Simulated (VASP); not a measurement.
Al: electric field gradients with PBEsol

Al:

```
Al
1.0
     0.00000    2.74152    2.74152
     2.74152    0.00000    2.74152
     2.74152    2.74152    0.00000
Al
2
Direct
  0.74000 0.92000 0.92000
  0.26000 0.08000 0.08000
```

This cell differs from its parent crystal: shortest bond scaled by 0.64.

```yaml
Program: VASP 6.6.1
Task: electric field gradients
Functional: PBEsol
Potentials_or_basis: VASP PAW PBE potentials, release 64 (Al)
Cutoff: 520 eV
k_mesh: 10 × 10 × 10
Occupations: fermi-dirac, width 0.05 eV
Spin: no spin polarisation
Dipole_correction: no
Further_INCAR_settings: ALGO = Normal; EDIFF = 1e-08; NBANDS = 10
```

The pressure is 59.7 GPa. The largest force is 33.293 eV/Å and the band gap on the k mesh is zero (band 3 reaches 7.27 eV, above the bottom of band 4 at 3.21 eV).

Forces in eV/Å, atoms in the order of the input:
```
Al  -19.222  19.222  19.222
Al   19.222 -19.222 -19.222
```

Stress tensor (GPa, compression positive):
```
 59.68 -64.87 -64.87
-64.87  59.68  64.87
-64.87  64.87  59.68
```

Levels at points of the mesh, in eV from the Fermi level:
```tsv
k point	band 1	band 2	band 3	band 4	band 5	band 6	band 7
(0.00, 0.00, 0.00)	-9.32	1.98	2.31	2.31	4.28	4.28	6.38
(0.50, 0.00, 0.00)	-6.08	-5.48	1.03	1.03	4.82	5.14	5.14
(0.00, 0.50, 0.00)	-6.86	-4.49	1.36	1.77	3.13	3.38	6.10
(0.50, 0.50, 0.00)	-5.55	-4.21	-0.68	0.06	0.57	2.34	9.57
```

Electric field gradients, principal values (V/Å²):
```tsv
atom	least	middle	greatest (by size)
1 Al	5.648	5.648	-11.296
2 Al	5.648	5.648	-11.296
```

Run time: 51 s on 1 thread of Intel(R) Xeon(R) 6975P-C (Granite Rapids), with other jobs on the host, peak memory 0.18 GiB.

Caveat: the cell differs from its parent crystal (shortest bond scaled by 0.64); without QUAD_EFG the Cq values of the log hold for a quadrupole moment of 1 mb, not for the nuclei; the PAW data sets were made with another functional, which shifts forces and pressure a little.
